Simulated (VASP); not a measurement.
**Zr: single point with LDA**

Crystal: Zr.

```
CELL_PARAMETERS angstrom
-1.83382 1.83382 1.83382
1.83382 -1.83382 1.83382
1.83382 1.83382 -1.83382
ATOMIC_POSITIONS crystal
Zr 0.00000 0.00000 0.00000
```

```
Program                : VASP 6.6.1
Task                   : single point
Functional             : LDA
Potentials or basis    : VASP PAW LDA potentials, release 64 (Zr_sv)
Cutoff                 : 500 eV
k mesh                 : 10 × 10 × 10
Occupations            : fermi-dirac, width 0.05 eV
Spin                   : no spin polarisation
Dipole correction      : no
Further INCAR settings : ALGO = Normal; EDIFF = 1e-06; NBANDS = 12
```

The pressure is -12.0 GPa and the band gap on the k mesh is zero (band 6 reaches 8.94 eV, above the bottom of band 7 at 7.21 eV).

Levels at points of the mesh, in eV from the Fermi level:
| k point | band 4 | band 5 | band 6 | band 7 | band 8 | band 9 |
| --- | --- | --- | --- | --- | --- | --- |
| (0.00, 0.00, 0.00) | -26.09 | -5.28 | 1.01 | 1.01 | 1.01 | 3.34 |
| (0.50, 0.00, 0.00) | -26.10 | -2.66 | -0.64 | 1.41 | 3.29 | 3.92 |
| (0.50, 0.50, 0.50) | -26.66 | -2.34 | -2.34 | 5.22 | 5.22 | 5.22 |

It used 5.9 s of CPU time on 1 thread of Intel Xeon 6455B, with other jobs on the host.
